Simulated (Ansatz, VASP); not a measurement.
ZrVOs3: VASP beside Ansatz

```xyz
5
Lattice="4.4455 0.0000 0.0000 0.0000 4.4455 0.0000 0.0000 0.0000 4.4455" Properties=species:S:1:pos:R:3 pbc="T T T"
Zr    0.0000    0.0000    0.0000
V     2.2227    2.2227    2.2227
Os    0.0000    2.2227    2.2227
Os    2.2227    0.0000    2.2227
Os    2.2227    2.2227    0.0000
```

Alike in both runs: functional r2SCAN; k mesh 4 × 4 × 4; occupations gaussian, width 0.1 eV; no spin polarisation.

Ansatz relaxed the structure, and its values are those at the end. VASP's run is a single point on that final structure, the one shown.

```csv
,VASP,Ansatz
version,VASP 6.6.1,Ansatz 0.2.0
potentials or method,"VASP PAW PBE potentials, release 64 (Zr_sv, V_sv, Os), cutoff 520 eV","scalar-relativistic, plane waves, PAW"
valence electrons in the cell,49,73
```

|  | VASP | Ansatz | Ansatz less VASP |
| --- | --- | --- | --- |
| gap on the k mesh at the Fermi level (eV) | none | none | - |
| pressure (GPa) | 1.7 | 0.0 | -1.67 |

VASP's potentials were made for PBE, not for r2SCAN. A gap of «none» marks a metal or a gap that the smearing closes. The functional is the same, so the differences come from potentials, cutoffs and numerics. VASP's potentials hold 49 valence electrons a cell and Ansatz's 73, so a difference there can come from the potentials and not from the codes.

Neither program's run includes spin-orbit coupling.
